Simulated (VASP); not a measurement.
A run of VASP 6.6.1:

File INCAR:

```
SYSTEM = Ta
PREC = Accurate ; ENCUT = 520
EDIFF = 1E-6 ; ISMEAR = 0
SIGMA = 0.1 ; LREAL = .FALSE.
LASPH = .TRUE. ; NELM = 80
ALGO = Fast ; ISIF = 2
LWAVE = .FALSE. ; LCHARG = .FALSE.
GGA = PE ; NBANDS = 18
```

KPOINTS

```
regular mesh
0
G
  18 18 8
  0 0 0
```

Contents of POSCAR:

```
Ta
1.0
    2.9580894768      0.0000000000      0.0000000000
   -1.4790447384      2.5617806336      0.0000000000
    0.0000000000      0.0000000000      5.4240710726
Ta
2
Direct
    0.6666666700      0.3333333300      0.7500000000
    0.3333333300      0.6666666700      0.2500000000
```

Potentials or basis: VASP PAW PBE potentials, release 64 (Ta_pv).

Run with:

```bash
$ cat potpaw_PBE.64/Ta_pv/POTCAR > POTCAR
$ mpirun -np 1 vasp_std > vasp.out
```

Hardware: 1 thread of Intel Xeon 8259CL (shared host).

How long does it take, and how much memory?

It took 110 s on 1 thread of Intel Xeon 8259CL (shared host), peak memory 0.24 GiB. Counts: scf iterations 14, k points 185.
